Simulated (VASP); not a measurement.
# Ti6C in VASP: a series of runs

Ti6C is run at these levels: PBE; tasks: single point.

Program: VASP 6.6.1. These are calculated values, not measurements. Logs are shortened: lines on timing, memory, paths and dates and some standing lists are left out, and cuts for length are marked.

## 1. The cell of the first run

The cell holds a slab with vacuum, 7 atoms: a = 4.604 Å, b = 4.604 Å, c = 19.997 Å, α = 90.00°, β = 90.00°, γ = 120.00°.

## 2. Single point, PBE

The input, INCAR:

```
SYSTEM = Ti6C
ALGO = Normal
DIPOL = 0.5 0.5 0.341
EDIFF = 1E-6
ENCUT = 520
GGA = PE
IDIPOL = 3
ISIF = 2
ISMEAR = 0
LASPH = .True.
LCHARG = .False.
LDIPOL = .True.
LREAL = .False.
LWAVE = .False.
NBANDS = 47
NELM = 60
PREC = Accurate
SIGMA = 0.1
```

The input, KPOINTS:

```
k-points
0
Gamma
  6 6 1
  0 0 0
```

The input, POSCAR:

```
Ti6C
1.0
    4.6037402166      0.0000000000      0.0000000000
   -2.3018701083      3.9869559800      0.0000000000
    0.0000000000      0.0000000000     19.9968207969
Ti C
6 1
Direct
    0.6666666667      0.3333333333      0.2000317971
    0.3333333333      0.6666666667      0.2470259940
    0.0000000000      0.0000000000      0.2940201911
    0.6666666667      0.3333333333      0.3353091166
    0.3333333333      0.6666666667      0.3717707096
    0.0000000000      0.0000000000      0.4249085834
    0.0000000000      0.0000000000      0.5157925410
```

Potentials or basis: VASP PAW PBE potentials, release 64 (Ti_sv, C).

Run with:

```console
$ cat potpaw_PBE.64/Ti_sv/POTCAR potpaw_PBE.64/C/POTCAR > POTCAR
$ mpirun -np 1 vasp_std > vasp.out
```

OUTCAR:

```text
SYSTEM = Ti6C
   EDIFF = 1E-6
   ENCUT = 520
   GGA = PE
   ISIF = 2
   ISMEAR = 0
   LASPH = .True.
   LREAL = .False.
   NELM = 60
   PREC = Accurate

 ion  position               nearest neighbor table
   1  0.667  0.333  0.200-   4 2.71   2 2.82   2 2.82   2 2.82
   2  0.333  0.667  0.247-   5 2.49   1 2.82   1 2.82   1 2.82   3 2.82   3 2.82   3 2.82
   3  0.000  0.000  0.294-   6 2.62   4 2.78   4 2.78   4 2.78   2 2.82   2 2.82   2 2.82
   4  0.667  0.333  0.335-   1 2.71   5 2.76   5 2.76   5 2.76   3 2.78   3 2.78   3 2.78
   5  0.333  0.667  0.372-   2 2.49   4 2.76   4 2.76   4 2.76   6 2.86   6 2.86   6 2.86
   6  0.000  0.000  0.425-   7 1.82   3 2.62   5 2.86   5 2.86   5 2.86
   7  0.000  0.000  0.516-   6 1.82

  LATTYP: Found a hexagonal cell.
 ALAT       =     4.6037402166
 C/A-ratio  =     4.3436032131

  Lattice vectors:

 A1 = (   4.6037402166,   0.0000000000,   0.0000000000)
 A2 = (  -2.3018701083,   3.9869559800,   0.0000000000)
 A3 = (   0.0000000000,   0.0000000000,  19.9968207969)

Analysis of symmetry for initial positions (statically):
=====================================================================
 Subroutine PRICEL returns:
 Original cell was already a primitive cell.

 Routine SETGRP: Setting up the symmetry group for a
 hexagonal supercell.

 Subroutine GETGRP returns: Found  6 space group operations
 (whereof  6 operations were pure point group operations)
 out of a pool of 24 trial point group operations.

The static configuration has the point symmetry C_3v.

Analysis of symmetry for dynamics (positions and initial velocities):
=====================================================================
 Subroutine PRICEL returns:
 Original cell was already a primitive cell.

 Routine SETGRP: Setting up the symmetry group for a
 hexagonal supercell.

 Subroutine GETGRP returns: Found  6 space group operations
 (whereof  6 operations were pure point group operations)
 out of a pool of 24 trial point group operations.

The dynamic configuration has the point symmetry C_3v.

 Subroutine INISYM returns: Found  6 space group operations
 (whereof  6 operations are pure point group operations),
 and found     1 'primitive' translations

----------------------------------------------------------------------------------------

                                     Primitive cell

  volume of cell :     367.0398

  direct lattice vectors                    reciprocal lattice vectors
     4.603740217  0.000000000  0.000000000     0.217214689  0.125408959  0.000000000
    -2.301870108  3.986955980  0.000000000     0.000000000  0.250817918  0.000000000
     0.000000000  0.000000000 19.996820797     0.000000000  0.000000000  0.050007949

  length of vectors
     4.603740217  4.603740217 19.996820797     0.250817918  0.250817918  0.050007949

  position of ions in fractional coordinates (direct lattice)
     0.666666667  0.333333333  0.200031797
     0.333333333  0.666666667  0.247025994
     0.000000000  0.000000000  0.294020191
     0.666666667  0.333333333  0.335309117
     0.333333333  0.666666667  0.371770710
     0.000000000  0.000000000  0.424908583
     0.000000000  0.000000000  0.515792541

  ion indices of the primitive-cell ions
   primitive index   ion index
                 1           1
                 2           2
                 3           3
                 4           4
                 5           5
                 6           6
                 7           7

----------------------------------------------------------------------------------------

 KPOINTS: k-points

Automatic generation of k-mesh.
 Grid dimensions read from file:
 generate k-points for:    6    6    1

 Generating k-lattice:

  Cartesian coordinates                     Fractional coordinates (reciprocal lattice)
     0.036202448  0.020901493  0.000000000     0.166666667  0.000000000  0.000000000
     0.000000000  0.041802986  0.000000000     0.000000000  0.166666667  0.000000000
     0.000000000  0.000000000  0.050007949     0.000000000  0.000000000  1.000000000

  Length of vectors
     0.041802986  0.041802986  0.050007949

  Shift w.r.t. Gamma in fractional coordinates (k-lattice)
     0.000000000  0.000000000  0.000000000

 Subroutine IBZKPT returns following result:
 ===========================================

 Found      7 irreducible k-points:

 Following reciprocal coordinates:
            Coordinates               Weight
  0.000000  0.000000  0.000000      1.000000
  0.166667  0.000000  0.000000      6.000000
  0.333333  0.000000  0.000000      6.000000
  0.500000  0.000000  0.000000      3.000000
  0.166667  0.166667  0.000000      6.000000
  0.333333  0.166667  0.000000     12.000000
  0.333333  0.333333  0.000000      2.000000
   k-points           NKPTS =      7   k-points in BZ     NKDIM =      7   number of bands    NBANDS=     47
   number of dos      NEDOS =    301   number of ions     NIONS =      7
   total plane-waves  NPLWV = 194400
   dimension x,y,z NGX =    36 NGY =   36 NGZ =  150
   dimension x,y,z NGXF=    72 NGYF=   72 NGZF=  300
   ions per type =               6   1
   NGX,Y,Z   is equivalent  to a cutoff of  13.00, 13.00, 12.47 a.u.
   NGXF,Y,Z  is equivalent  to a cutoff of  26.00, 26.00, 24.94 a.u.
 SYSTEM =  Ti6C
   PREC   = accura    normal or accurate (medium, high low for compatibility)
   ISTART =      0    job   : 0-new  1-cont  2-samecut
   ICHARG =      2    charge: 1-file 2-atom 10-const
   ISPIN  =      1    spin polarized calculation?
   LNONCOLLINEAR =      F non collinear calculations
   LSORBIT =      F    spin-orbit coupling
   LASPH  =      T    aspherical Exc in radial PAW
   ENCUT  =  520.0 eV  38.22 Ry    6.18 a.u.   8.56  8.56 37.18*2*pi/ulx,y,z
   NELM   =     60;   NELMIN=  2; NELMDL= -5     # of ELM steps
   EDIFF  = 0.1E-05   stopping-criterion for ELM
   LREAL  =      F    real-space projection
   EDIFFG = 0.1E-04   stopping-criterion for IOM
   NSW    =      0    number of steps for IOM
   IBRION =     -1    ionic relax: 0-MD 1-quasi-New 2-CG
   NFREE  =      0    steps in history (QN), initial steepest desc. (CG)
   ISIF   =      2    stress and relaxation
   ISYM   =      2    0-nonsym 1-usesym 2-fastsym
   POTIM  = 0.5000    time-step for ionic-motion
   TEBEG  =    0.0;   TEEND  =   0.0 temperature during run
   PSTRESS=    0.0 pullay stress
   NELECT =      76.0000    total number of electrons
   NUPDOWN=      -1.0000    fix difference up-down
   EMIN   =  10.00;   EMAX   =-10.00  energy-range for DOS
   EFERMI =   0.00;   METHOD = LEGACY
   ISMEAR =     0;   SIGMA  =   0.10  broadening in eV -4-tet -1-fermi 0-gaus
   EFERMI_NEDOS =   21; number of points for ismear=-14 and -15
   IALGO  =     38    algorithm
   IMIX   =      4    mixing-type and parameters
     AMIX     =   0.40;   BMIX     =  1.00
     AMIX_MAG =   1.60;   BMIX_MAG =  1.00
  volume/ion in A,a.u.               =      52.43       353.84
  Fermi-wavevector in a.u.,A,eV,Ry     =   0.968519  1.830236 12.762669  0.938030
  Thomas-Fermi vector in A             =   2.098495
   LORBIT       =      0    0 simple, 1 ext, 2 COOP (PROOUT), +10 PAW based schemes
   GGA     = PE    functional components
   LHFCALC =     F    Hartree Fock is set to
   AEXX    =    0.0000 exact exchange contribution
   IVDW    =     0    specifies the selected vdW correction
   LEPSILON=     F    determine dielectric tensor
   LRPA    =     F    only Hartree local field effects (RPA)
 non-spin polarized calculation
 Gauss-broadening in eV      SIGMA  =   0.10
  energy-cutoff  :      520.00
  volume of cell :      367.04
 maximum number of plane-waves:      9981
 NGX is ok and might be reduce to    36
   NGX = 17   NGY = 17   NGZ = 75

 number of electron      75.9999982 magnetization

 dipolmoment           0.000000      0.000000      0.333765 electrons x Angstroem

 Free energy of the ion-electron system (eV)
  ---------------------------------------------------
  ext. energy  EPLUGINS =         0.00000000
  ---------------------------------------------------
  free energy    TOTEN  =       -45.90173950 eV

  energy without entropy =      -45.81320474  energy(sigma->0) =      -45.85747212

 E-fermi :  -0.9649     XC(G=0):  -4.6674

 val. band max:       -0.9735079645   @ k =   0.5000   0.0000   0.0000
 cond. band min:      -0.9563873018   @ k =   0.1667   0.1667   0.0000
 fundamental gap:      0.0171206626
 Fermi energy:        -0.9649192841

 k-point     1 :       0.0000    0.0000    0.0000
  band No.  band energies     occupation
      1     -58.0850      2.00000
      2     -57.5963      2.00000
      3     -57.4888      2.00000
      4     -57.4119      2.00000
      5     -57.2888      2.00000
      6     -57.0230      2.00000
[... 39 lines left out ...]
     46      -0.1360      0.00000
     47       0.7739      0.00000

 k-point     2 :       0.1667    0.0000    0.0000
  band No.  band energies     occupation
      1     -58.0844      2.00000
      2     -57.5871      2.00000
      3     -57.4897      2.00000
      4     -57.4185      2.00000
      5     -57.2906      2.00000
      6     -57.0236      2.00000
[... 39 lines left out ...]
     46       0.1547      0.00000
     47       0.6987      0.00000

 k-point     3 :       0.3333    0.0000    0.0000
  band No.  band energies     occupation
      1     -58.0832      2.00000
      2     -57.5657      2.00000
      3     -57.4917      2.00000
      4     -57.4348      2.00000
      5     -57.2942      2.00000
      6     -57.0250      2.00000
[... 39 lines left out ...]
     46       0.4477      0.00000
     47       0.6378      0.00000

 k-point     4 :       0.5000    0.0000    0.0000
  band No.  band energies     occupation
      1     -58.0826      2.00000
      2     -57.5522      2.00000
      3     -57.4927      2.00000
      4     -57.4457      2.00000
      5     -57.2959      2.00000
      6     -57.0257      2.00000
[... 39 lines left out ...]
     46       0.4055      0.00000
     47       0.5753      0.00000

 k-point     5 :       0.1667    0.1667    0.0000
  band No.  band energies     occupation
      1     -58.0835      2.00000
      2     -57.5718      2.00000
      3     -57.4907      2.00000
      4     -57.4305      2.00000
      5     -57.2933      2.00000
      6     -57.0247      2.00000
[... 39 lines left out ...]
     46       0.3866      0.00000
     47       0.6228      0.00000

 k-point     6 :       0.3333    0.1667    0.0000
  band No.  band energies     occupation
      1     -58.0826      2.00000
      2     -57.5535      2.00000
      3     -57.4894      2.00000
      4     -57.4477      2.00000
      5     -57.2958      2.00000
      6     -57.0257      2.00000
[... 39 lines left out ...]
     46       0.4683      0.00000
     47       0.5509      0.00000

 k-point     7 :       0.3333    0.3333    0.0000
  band No.  band energies     occupation
      1     -58.0823      2.00000
      2     -57.5480      2.00000
      3     -57.4820      2.00000
      4     -57.4600      2.00000
      5     -57.2966      2.00000
      6     -57.0260      2.00000
[... 39 lines left out ...]
     46       0.2629      0.00000
     47       0.5211      0.00000

------------------------ aborting loop because EDIFF is reached ----------------------------------------

 vacuum level on the upper side and lower side of the slab       (xc-potential included)         1.568        -1.606

  FORCE on cell =-STRESS in cart. coord.  units (eV):
  Direction    XX          YY          ZZ          XY          YZ          ZX
  --------------------------------------------------------------------------------------
  -------------------------------------------------------------------------------------
  Total       -2.1611531     -2.1611531      0.0998125      0.0000000      0.0000000      0.0000000
  in kB       -9.4337186     -9.4337186      0.4356949      0.0000000      0.0000000      0.0000000
  external PRESSURE =      -6.1439141 kB  Pullay stress =       0.0000000 kB

 VOLUME and BASIS-vectors are now :
 -----------------------------------------------------------------------------
  energy-cutoff  :      520.00
  volume of cell :      367.04
      direct lattice vectors                 reciprocal lattice vectors
     4.603740217  0.000000000  0.000000000     0.217214689  0.125408959  0.000000000
    -2.301870108  3.986955980  0.000000000     0.000000000  0.250817918  0.000000000
     0.000000000  0.000000000 19.996820797     0.000000000  0.000000000  0.050007949

 POSITION                                       TOTAL-FORCE (eV/Angst)
 -----------------------------------------------------------------------------------
      2.30187      1.32899      4.00000         0.000000      0.000000     -0.107077
     -0.00000      2.65797      4.93973        -0.000000     -0.000000      0.638674
      0.00000      0.00000      5.87947        -0.000000      0.000000     -0.312584
      2.30187      1.32899      6.70512        -0.000000      0.000000     -0.850111
     -0.00000      2.65797      7.43423         0.000000     -0.000000      0.529581
      0.00000      0.00000      8.49682         0.000000     -0.000000      0.030861
      0.00000      0.00000     10.31421        -0.000000      0.000000      0.070656
 -----------------------------------------------------------------------------------
    total drift:                                0.000000      0.000000      0.000583

  FREE ENERGIE OF THE ION-ELECTRON SYSTEM (eV)
  ---------------------------------------------------
  free  energy   TOTEN  =       -45.9017395041 eV

  energy  without entropy=      -45.8132047429  energy(sigma->0) =      -45.85747212

 vacuum level on the upper side and lower side of the slab         5.639         2.352
```

Run time: 3.1 min. Hardware: 1 thread of Intel Xeon 6975P-C (Granite Rapids), shared host; peak memory 0.46 GiB.

What came out:

- Free energy: -45.9017 eV
- Largest force: 0.850 eV/Å
- Band gap on the k mesh: zero (band 38 reaches -0.89 eV, above the bottom of band 39 at -0.97 eV)

Forces in eV/Å, atoms in the order of the input:
```
Ti   0.000  0.000 -0.107
Ti   0.000  0.000  0.639
Ti   0.000  0.000 -0.313
Ti   0.000  0.000 -0.850
Ti   0.000  0.000  0.530
Ti   0.000  0.000  0.031
C    0.000  0.000  0.071
```

Levels at points of the mesh, in eV from the Fermi level:
```csv
k point,band 36,band 37,band 38,band 39,band 40,band 41
"(0.00, 0.00, 0.00)",-0.28,-0.11,-0.11,0.05,0.05,0.14
"(0.50, 0.00, 0.00)",-0.45,-0.26,-0.11,-0.01,0.13,0.13
```

## 3. Single point, PBE

The input, INCAR:

```
SYSTEM = Ti6C
PREC = Accurate
ENCUT = 520
EDIFF = 1E-6
ISMEAR = 0
SIGMA = 0.1
LREAL = .False.
LASPH = .True.
NELM = 100
ALGO = Normal
ISIF = 2
LWAVE = .False.
LCHARG = .False.
LDIPOL = .True.
IDIPOL = 3
DIPOL = 0.5 0.5 0.334
GGA = PE
NBANDS = 47
```

The input, KPOINTS:

```
regular mesh
0
Gamma
  6 6 1
  0 0 0
```

Edit POSCAR of step 2 so:

```diff
@@ -14,2 +14,2 @@
     0.0000000000      0.0000000000      0.4249085834
-    0.0000000000      0.0000000000      0.5157925410
+    0.3333333333      0.6666666667      0.4620518051
```

Potentials or basis: VASP PAW PBE potentials, release 64 (Ti_sv, C).

Run with:

```console
$ cat potpaw_PBE.64/Ti_sv/POTCAR potpaw_PBE.64/C/POTCAR > POTCAR
$ mpirun -np 1 vasp_std > vasp.out
```

Wall time 3 min (1 thread of Intel Xeon 6975P-C (Granite Rapids), shared host); peak memory 0.45 GiB.

The run converged. Its results:

| Property | Result |
| --- | --- |
| Free energy | -49.3606 eV |
| Largest force | 1.580 eV/Å |
| Band gap on the k mesh | zero (band 38 reaches -0.48 eV, above the bottom of band 39 at -0.51 eV) |

Forces in eV/Å, atoms in the order of the input:
```
Ti   0.000  0.000  0.383
Ti   0.000  0.000  0.476
Ti   0.000  0.000 -0.767
Ti   0.000  0.000 -0.411
Ti   0.000  0.000 -1.305
Ti   0.000  0.000  1.580
C    0.000  0.000  0.044
```

Levels at points of the mesh, in eV from the Fermi level:
```tsv
k point	band 35	band 36	band 37	band 38	band 39	band 40	band 41	band 42
(0.00, 0.00, 0.00)	-0.61	-0.43	-0.43	-0.25	-0.05	-0.05	0.49	0.72
(0.50, 0.00, 0.00)	-0.44	-0.41	-0.32	-0.19	0.10	0.10	0.52	0.54
```

(Part 1 of 2 ends here.)
